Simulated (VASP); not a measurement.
# HfB (Fm-3m) in VASP: notebook

HfB is run at these levels: PBE; tasks: single point, relaxation of cell and atoms.

All numbers are computed with VASP 6.6.1; they aren't measurements. Logs are shortened: lines on timing, memory, paths and dates and some standing lists are left out, and cuts for length are marked.

### 1 The cell of the first run

Symmetry: Fm-3m, No. 225, cubic system. The conventional cell has a = 4.836 Å, b = 4.836 Å, c = 4.836 Å, α = 90.00°, β = 90.00°, γ = 90.00°. Hf (site symmetry m-3m) has 6 B at 2.42 Å within 3.2 Å. Within 3.2 Å of B (site symmetry m-3m) lie 6 Hf at 2.42 Å.

### 2 Single point, PBE

Input file INCAR:

```
PREC = Accurate
ENCUT = 500
EDIFF = 1E-6
ISMEAR = -1
SIGMA = 0.1
LREAL = False
LASPH = True
NELM = 120
ALGO = Normal
ISIF = 2
LWAVE = False
LCHARG = True
GGA = PE
LELF = True
LVHAR = True
NBANDS = 14
GGA_COMPAT = False
```

Input file KPOINTS:

```
Automatic mesh
0
Gamma
  8 8 8
```

Input file POSCAR:

```
HfB
1.0
    0.0000000000      2.4177749759      2.4177749759
    2.4177749759      0.0000000000      2.4177749759
    2.4177749759      2.4177749759      0.0000000000
Hf B
1 1
Direct
    0.0000000000      0.0000000000      0.0000000000
    0.5000000000      0.5000000000      0.5000000000
```

Potentials or basis: VASP PAW PBE potentials, release 64 (Hf_pv, B).

Launch:

```sh
cat potpaw_PBE.64/Hf_pv/POTCAR potpaw_PBE.64/B/POTCAR > POTCAR
mpirun -np 1 vasp_std > vasp.out
```

OUTCAR:

```text
PREC = Accurate
   ENCUT = 500
   EDIFF = 1E-6
   ISMEAR = -1
   LREAL = False
   LASPH = True
   NELM = 120
   ISIF = 2
   GGA = PE

 ion  position               nearest neighbor table
   1  0.000  0.000  0.000-   2 2.42   2 2.42   2 2.42   2 2.42   2 2.42   2 2.42
   2  0.500  0.500  0.500-   1 2.42   1 2.42   1 2.42   1 2.42   1 2.42   1 2.42

  LATTYP: Found a face centered cubic cell.
 ALAT       =     4.8355499518

  Lattice vectors:

 A1 = (   0.0000000000,   2.4177749759,   2.4177749759)
 A2 = (   2.4177749759,   0.0000000000,   2.4177749759)
 A3 = (   2.4177749759,   2.4177749759,   0.0000000000)

Analysis of symmetry for initial positions (statically):
=====================================================================
 Subroutine PRICEL returns:
 Original cell was already a primitive cell.

 Routine SETGRP: Setting up the symmetry group for a
 face centered cubic supercell.

 Subroutine GETGRP returns: Found 48 space group operations
 (whereof 48 operations were pure point group operations)
 out of a pool of 48 trial point group operations.

The static configuration has the point symmetry O_h .

Analysis of symmetry for dynamics (positions and initial velocities):
=====================================================================
 Subroutine PRICEL returns:
 Original cell was already a primitive cell.

 Routine SETGRP: Setting up the symmetry group for a
 face centered cubic supercell.

 Subroutine GETGRP returns: Found 48 space group operations
 (whereof 48 operations were pure point group operations)
 out of a pool of 48 trial point group operations.

The dynamic configuration has the point symmetry O_h .

 Subroutine INISYM returns: Found 48 space group operations
 (whereof 48 operations are pure point group operations),
 and found     1 'primitive' translations

----------------------------------------------------------------------------------------

                                     Primitive cell

  volume of cell :      28.2669

  direct lattice vectors                    reciprocal lattice vectors
     0.000000000  2.417774976  2.417774976    -0.206801710  0.206801710  0.206801710
     2.417774976  0.000000000  2.417774976     0.206801710 -0.206801710  0.206801710
     2.417774976  2.417774976  0.000000000     0.206801710  0.206801710 -0.206801710

  length of vectors
     3.419250162  3.419250162  3.419250162     0.358191069  0.358191069  0.358191069

  position of ions in fractional coordinates (direct lattice)
     0.000000000  0.000000000  0.000000000
     0.500000000  0.500000000  0.500000000

  ion indices of the primitive-cell ions
   primitive index   ion index
                 1           1
                 2           2

----------------------------------------------------------------------------------------

 KPOINTS: Automatic mesh

Automatic generation of k-mesh.
 Grid dimensions read from file:
 generate k-points for:    8    8    8

 Generating k-lattice:

  Cartesian coordinates                     Fractional coordinates (reciprocal lattice)
    -0.025850214  0.025850214  0.025850214     0.125000000  0.000000000  0.000000000
     0.025850214 -0.025850214  0.025850214     0.000000000  0.125000000  0.000000000
     0.025850214  0.025850214 -0.025850214     0.000000000  0.000000000  0.125000000

  Length of vectors
     0.044773884  0.044773884  0.044773884

  Shift w.r.t. Gamma in fractional coordinates (k-lattice)
     0.000000000  0.000000000  0.000000000

 Subroutine IBZKPT returns following result:
 ===========================================

 Found     29 irreducible k-points:

 Following reciprocal coordinates:
            Coordinates               Weight
  0.000000  0.000000  0.000000      1.000000
  0.125000  0.000000  0.000000      8.000000
  0.250000  0.000000  0.000000      8.000000
  0.375000  0.000000  0.000000      8.000000
  0.500000  0.000000  0.000000      4.000000
  0.125000  0.125000  0.000000      6.000000
[... 16 lines left out ...]
  0.500000  0.250000  0.125000     48.000000
 -0.375000  0.250000  0.125000     24.000000
 [... further k-points ...]
   k-points           NKPTS =     29   k-points in BZ     NKDIM =     29   number of bands    NBANDS=     14
   number of dos      NEDOS =    301   number of ions     NIONS =      2
   total plane-waves  NPLWV =  21952
   dimension x,y,z NGX =    28 NGY =   28 NGZ =   28
   dimension x,y,z NGXF=    56 NGYF=   56 NGZF=   56
   ions per type =               1   1
   NGX,Y,Z   is equivalent  to a cutoff of  13.61, 13.61, 13.61 a.u.
   NGXF,Y,Z  is equivalent  to a cutoff of  27.23, 27.23, 27.23 a.u.
 SYSTEM =  unknown system
   PREC   = accura    normal or accurate (medium, high low for compatibility)
   ISTART =      0    job   : 0-new  1-cont  2-samecut
   ICHARG =      2    charge: 1-file 2-atom 10-const
   ISPIN  =      1    spin polarized calculation?
   LNONCOLLINEAR =      F non collinear calculations
   LSORBIT =      F    spin-orbit coupling
   LASPH  =      T    aspherical Exc in radial PAW
   ENCUT  =  500.0 eV  36.75 Ry    6.06 a.u.   6.23  6.23  6.23*2*pi/ulx,y,z
   NELM   =    120;   NELMIN=  2; NELMDL= -5     # of ELM steps
   EDIFF  = 0.1E-05   stopping-criterion for ELM
   LREAL  =      F    real-space projection
   EDIFFG = 0.1E-04   stopping-criterion for IOM
   NSW    =      0    number of steps for IOM
   IBRION =     -1    ionic relax: 0-MD 1-quasi-New 2-CG
   NFREE  =      0    steps in history (QN), initial steepest desc. (CG)
   ISIF   =      2    stress and relaxation
   ISYM   =      2    0-nonsym 1-usesym 2-fastsym
   POTIM  = 0.5000    time-step for ionic-motion
   TEBEG  =    0.0;   TEEND  =   0.0 temperature during run
   PSTRESS=    0.0 pullay stress
   NELECT =      13.0000    total number of electrons
   NUPDOWN=      -1.0000    fix difference up-down
   EMIN   =  10.00;   EMAX   =-10.00  energy-range for DOS
   EFERMI =   0.00;   METHOD = LEGACY
   ISMEAR =    -1;   SIGMA  =   0.10  broadening in eV -4-tet -1-fermi 0-gaus
   EFERMI_NEDOS =   21; number of points for ismear=-14 and -15
   IALGO  =     38    algorithm
   IMIX   =      4    mixing-type and parameters
     AMIX     =   0.40;   BMIX     =  1.00
     AMIX_MAG =   1.60;   BMIX_MAG =  1.00
  volume/ion in A,a.u.               =      14.13        95.38
  Fermi-wavevector in a.u.,A,eV,Ry     =   1.263660  2.387970 21.726264  1.596835
  Thomas-Fermi vector in A             =   2.397005
   LORBIT       =      0    0 simple, 1 ext, 2 COOP (PROOUT), +10 PAW based schemes
   GGA     = PE    functional components
   LHFCALC =     F    Hartree Fock is set to
   AEXX    =    0.0000 exact exchange contribution
   IVDW    =     0    specifies the selected vdW correction
   LEPSILON=     F    determine dielectric tensor
   LRPA    =     F    only Hartree local field effects (RPA)
 non-spin polarized calculation
  energy-cutoff  :      500.00
  volume of cell :       28.27
 maximum number of plane-waves:       730
 NGX is ok and might be reduce to    28
   NGX = 13   NGY = 13   NGZ = 13

 number of electron      13.0000001 magnetization

 Free energy of the ion-electron system (eV)
  ---------------------------------------------------
  ext. energy  EPLUGINS =         0.00000000
  ---------------------------------------------------
  free energy    TOTEN  =       -17.47396539 eV

  energy without entropy =      -17.43254468  energy(sigma->0) =      -17.45325503

 E-fermi :   4.3283     XC(G=0): -11.6631

 val. band max:        4.3190077276   @ k =   0.2500   0.0000   0.0000
 cond. band min:       4.3924290449   @ k =   0.3750   0.2500   0.1250
 fundamental gap:      0.0734213173
 Fermi energy:         4.3283059327

 k-point     1 :       0.0000    0.0000    0.0000
  band No.  band energies     occupation
      1     -24.7421      2.00000
      2     -24.7421      2.00000
      3     -24.7421      2.00000
      4      -4.8353      2.00000
      5       6.3291      0.00000
      6       6.3291      0.00000
      7       6.3291      0.00000
      8       7.8552      0.00000
      9       7.8552      0.00000
     10       7.8552      0.00000
     11       7.9915      0.00000
     12       7.9915      0.00000
     13      15.2756      0.00000
     14      15.4306      0.00000

 k-point     2 :       0.1250    0.0000    0.0000
  band No.  band energies     occupation
      1     -24.8086      2.00000
      2     -24.7493      2.00000
      3     -24.7493      2.00000
      4      -4.4587      2.00000
      5       5.1482      0.00055
      6       5.6904      0.00000
      7       5.6904      0.00000
      8       6.9886      0.00000
      9       6.9886      0.00000
     10       8.3480      0.00000
     11      10.2640      0.00000
     12      10.2640      0.00000
     13      15.7948      0.00000
     14      16.3562      0.00000

 k-point     3 :       0.2500    0.0000    0.0000
  band No.  band energies     occupation
      1     -24.9655      2.00000
      2     -24.7668      2.00000
      3     -24.7668      2.00000
      4      -3.4169      2.00000
      5       3.2926      1.99994
      6       4.3190      1.04646
      7       4.3190      1.04646
      8       7.8783      0.00000
      9       7.8783      0.00000
     10       8.8398      0.00000
     11      12.8955      0.00000
     12      12.8955      0.00000
     13      16.1118      0.00000
     14      18.1650      0.00000
[... 324 lines left out ...]
 k-point    23 :       0.5000    0.2500    0.1250
  band No.  band energies     occupation
      1     -25.0811      2.00000
      2     -24.8951      2.00000
      3     -24.8160      2.00000
      4      -1.5274      2.00000
      5       1.4527      2.00000
      6       3.2306      1.99997
      7       3.8191      1.98778
      8       7.9430      0.00000
      9      10.1906      0.00000
     10      10.5781      0.00000
     11      12.3677      0.00000
     12      14.6888      0.00000
     13      16.9661      0.00000
     14      17.8170      0.00000

 k-point    24 :      -0.3750    0.2500    0.1250
  band No.  band energies     occupation
      1     -25.1168      2.00000
      2     -24.9075      2.00000
      3     -24.8297      2.00000
      4      -0.7570      2.00000
      5       0.7709      2.00000
      6       3.0833      1.99999
      7       3.6209      1.99831
      8       9.0921      0.00000
      9       9.1851      0.00000
     10      10.6237      0.00000
     11      14.1024      0.00000
     12      14.2710      0.00000
     13      15.5595      0.00000
     14      18.5566      0.00000

 [... further k-points ...]
[... 5 lines left out ...]
  --------------------------------------------------------------------------------------
  -------------------------------------------------------------------------------------
  Total        0.0105071      0.0105071      0.0105071     -0.0000000      0.0000000      0.0000000
  in kB        0.5955486      0.5955486      0.5955486     -0.0000000      0.0000000      0.0000000
  external PRESSURE =       0.5955486 kB  Pullay stress =       0.0000000 kB

 VOLUME and BASIS-vectors are now :
 -----------------------------------------------------------------------------
  energy-cutoff  :      500.00
  volume of cell :       28.27
      direct lattice vectors                 reciprocal lattice vectors
     0.000000000  2.417774976  2.417774976    -0.206801710  0.206801710  0.206801710
     2.417774976  0.000000000  2.417774976     0.206801710 -0.206801710  0.206801710
     2.417774976  2.417774976  0.000000000     0.206801710  0.206801710 -0.206801710

 POSITION                                       TOTAL-FORCE (eV/Angst)
 -----------------------------------------------------------------------------------
      0.00000      0.00000      0.00000        -0.000000     -0.000000     -0.000000
      2.41777      2.41777      2.41777         0.000000      0.000000      0.000000
 -----------------------------------------------------------------------------------
    total drift:                               -0.000000      0.000000      0.000000

  FREE ENERGIE OF THE ION-ELECTRON SYSTEM (eV)
  ---------------------------------------------------
  free  energy   TOTEN  =       -17.4739653865 eV

  energy  without entropy=      -17.4325446785  energy(sigma->0) =      -17.45325503
```

It took 8.2 s on 1 thread of Intel Xeon Platinum 8488C (Sapphire Rapids), shared host; peak memory 0.15 GiB.

Results:

```
Free energy            : -17.4740 eV
Pressure               : 0.1 GPa
Band gap on the k mesh : zero (an odd number of electrons rules out a gap without spin polarisation)
```

Caveat: spin-orbit coupling is left out, which moves the levels of the heavy elements.

### 3 Relaxation of cell and atoms, PBE

This run uses another cell than the first one, of 12.33 Å³/atom.

Input file INCAR:

```
SYSTEM = HfB
PREC = Accurate
ENCUT = 500
EDIFF = 1E-7
ISMEAR = -1
SIGMA = 0.1
LREAL = .FALSE.
LASPH = .TRUE.
NELM = 120
ALGO = Normal
ISIF = 3
LWAVE = .FALSE.
LCHARG = .FALSE.
GGA = PE
IBRION = 2
NSW = 80
EDIFFG = -0.03
GGA_COMPAT = .FALSE.
NELMIN = 4
```

Input file KPOINTS:

```
regular mesh
0
G
  8 8 8
  0 0 0
```

Input file POSCAR:

```
HfB
1.0
    0.0000000000      2.3100000000      2.3100000000
    2.3100000000      0.0000000000      2.3100000000
    2.3100000000      2.3100000000      0.0000000000
Hf B
1 1
Direct
    0.0000000000      0.0000000000      0.0000000000
    0.5000000000      0.5000000000      0.5000000000
```

Potentials or basis: VASP PAW PBE potentials, release 64 (Hf_pv, B).

Launch:

```sh
cat potpaw_PBE.64/Hf_pv/POTCAR potpaw_PBE.64/B/POTCAR > POTCAR
mpirun -np 1 vasp_std > vasp.out
```

It took 16 s on 1 thread of Intel Xeon Platinum 8488C (Sapphire Rapids), shared host; peak memory 0.14 GiB.

It converged, with:

- Free energy: -17.4725 eV
- Relaxed volume: 14.15 Å³/atom
- Relaxed cell: a = 3.421 Å, b = 3.421 Å, c = 3.421 Å, α = 60.00°, β = 60.00°, γ = 60.00°
- Space group after relaxing (to 0.1 Å): Fm-3m (No. 225)
- Energy gained by relaxing: 156.2 meV/atom
- Ionic steps: 4
- Pressure after relaxing: -0.1 GPa
- Band gap on the k mesh: zero (an odd number of electrons rules out a gap without spin polarisation)

Step by step:
```
step  energy change (eV)  largest force (eV/Å)  pressure (GPa)  volume (Å³)
   1              0.0000                0.0000           30.83        24.65
   2              0.1625                0.0000          -22.33        34.12
   3             -0.3118                0.0000           -0.98        28.45
   4             -0.3123                0.0000           -0.14        28.31
```

Final structure:
```xyz
2
Lattice="0.0000 2.4189 2.4189 2.4189 0.0000 2.4189 2.4189 2.4189 0.0000" Properties=species:S:1:pos:R:3 pbc="T T T"
Hf    0.0000    0.0000    0.0000
B     2.4189    2.4189    2.4189
```

Levels at points of the mesh, in eV from the Fermi level:
```csv
k point,band 5,band 6,band 7,band 8,band 9,band 10
"(0.00, 0.00, 0.00)",2.00,2.00,2.00,3.52,3.52,3.52
"(0.50, 0.00, 0.00)",-4.53,-1.18,-1.18,5.59,5.59,6.41
"(0.50, 0.50, 0.00)",-1.30,-0.82,1.89,1.89,5.33,6.71
```

Caveat: spin-orbit coupling is left out, which moves the levels of the heavy elements.
